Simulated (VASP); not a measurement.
Input of a VASP 6.6.1 run:

Contents of INCAR:

```
PREC = Accurate ; ENCUT = 520
EDIFF = 1E-6 ; ISMEAR = -1
SIGMA = 0.1 ; LREAL = F
LASPH = T ; NELM = 60
ALGO = Normal ; ISIF = 2
LWAVE = F ; LCHARG = F
NBANDS = 9
```

Contents of KPOINTS:

```
Automatic mesh
0
Gamma
  11 11 11
```

File POSCAR:

```
Te
1.0
    0.0000000000      2.3644590207      2.3644590207
    2.3644590207      0.0000000000      2.3644590207
    2.3644590207      2.3644590207      0.0000000000
Te
1
Direct
    0.0000000000      0.0000000000      0.0000000000
```

Potentials or basis: VASP PAW LDA potentials, release 64 (Te).

Launch:

```bash
$ cat potpaw_LDA.64/Te/POTCAR > POTCAR
$ mpirun -np 1 vasp_std > vasp.out
```

(1) What does it give for the pressure?

(2) Predict the band gap on the k mesh.

Answers

(1) 0.0 GPa.

(2) zero (bands 3 and 4 overlap by 5.31 eV).

Caveat: spin-orbit coupling is left out, which moves the levels of the heavy elements.
